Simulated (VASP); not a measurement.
Input of a VASP 6.6.1 run:

The input INCAR:

```
SYSTEM = Al2Cu
  PREC = Accurate
  ENCUT = 520
  EDIFF = 1E-6
  ISMEAR = 0
  SIGMA = 0.1
  LREAL = .False.
  LASPH = .True.
  NELM = 60
  ALGO = Fast
  ISIF = 2
  LWAVE = .False.
  LCHARG = .False.
  GGA = PS
  NBANDS = 16
```

The input KPOINTS:

```
regular mesh
0
Gamma
  14 14 14
  0 0 0
```

File POSCAR:

```
Al2Cu
1.0
   -2.0180243585      2.0180243585      2.8536704822
    2.0180243585     -2.0180243585      2.8536704822
    2.0180243585      2.0180243585     -2.8536704822
Al Cu
2 1
Direct
    0.7500000000      0.2500000000      0.5000000000
    0.2500000000      0.7500000000      0.5000000000
    0.5000000000      0.5000000000      0.0000000000
```

Potentials or basis: VASP PAW PBE potentials, release 64 (Al, Cu).

Command:

```sh
$ cat potpaw_PBE.64/Al/POTCAR potpaw_PBE.64/Cu/POTCAR > POTCAR
$ mpirun -np 1 vasp_std > vasp.out
```

Problem. What does it give for the band gap on the k mesh?

Solution. Zero (an odd number of electrons rules out a gap without spin polarisation).

Problem. Predict the pressure.

Solution. 1.4 GPa.

Caveat: the PAW data sets were made with another functional, which shifts forces and pressure a little.
